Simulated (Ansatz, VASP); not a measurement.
**One calculation of MgO, two programs**

Contents of INCAR:

```
PREC     = Accurate       # precision mode
ENCUT    = 520            # plane-wave cutoff, eV
EDIFF    = 1E-7           # SCF threshold, eV
ISMEAR   = 0              # smearing method
SIGMA    = 0.05           # smearing width, eV
LREAL    = F              # projectors in reciprocal space
LASPH    = T              # aspherical terms in the spheres
NELM     = 60             # most SCF steps
ALGO     = Normal         # electronic algorithm
ISIF     = 2              # what is computed and relaxed
LWAVE    = F              # write WAVECAR
LCHARG   = F              # write CHGCAR
GGA      = PS             # functional
NBANDS   = 11             # bands
```

The input KPOINTS:

```
regular mesh
0
Gamma
  10 10 10
```

File POSCAR:

```
MgO
1.0
    0.0000000000      2.0723991115      2.0723991115
    2.0723991115      0.0000000000      2.0723991115
    2.0723991115      2.0723991115      0.0000000000
Mg O
1 1
Direct
    0.0000000000      0.0000000000      0.0000000000
    0.5000000000      0.5000000000      0.5000000000
```

Input for Ansatz:

```yaml
crystal:
  lattice:
    - [0.0, 2.0723991115, 2.0723991115]
    - [2.0723991115, 0.0, 2.0723991115]
    - [2.0723991115, 2.0723991115, 0.0]
  atoms:
    - { symbol: Mg, position: [0.0, 0.0, 0.0] }
    - { symbol: O, position: [0.5, 0.5, 0.5] }
basis:
  ecutwfc: 520.0
kpoints:
  mp_grid: { grid: [10, 10, 10] }
hamiltonian:
  xc: pbesol
  pseudopotentials: { kind: paw, azcp: { folder: soft_1 } }
scf:
  occupations: { method: gaussian, width: 0.05 }
output:
  forces: true
  stress: true
  eigenvalues: true
```

Change from the starting cell: mode 6 frozen in at +0.000 Å, equal normal strain along x, y and z -0.0167.

Alike in both runs: task single point; functional PBEsol; k mesh 10 × 10 × 10; occupations gaussian, width 0.05 eV; no spin polarisation.

|  | VASP | Ansatz |
| --- | --- | --- |
| version | VASP 6.6.1 | Ansatz 0.2.0 |
| potentials or method | VASP PAW PBE potentials, release 64 (Mg, O), cutoff 520 eV | scalar-relativistic, plane waves, PAW |
| valence electrons in the cell | 8 | 16 |

Ansatz gave:

| Quantity | Value |
| --- | --- |
| gap on the k mesh at the Fermi level (eV) | 5.12 |
| least direct gap on the mesh (eV) | 5.12 |
| pressure (GPa) | 8.8 |

Task: Estimate VASP's values.

Result: gap on the k mesh at the Fermi level (eV): 5.12; least direct gap on the mesh (eV): 5.12; pressure (GPa): 8.3.

VASP's potentials were made for PBE, not for PBEsol, and Ansatz warns of the same on its side. With one functional, cell and mesh, what is left measures potentials, basis and numerics. VASP's potentials hold 8 valence electrons a cell and Ansatz's 16, so a difference there can come from the potentials and not from the codes.
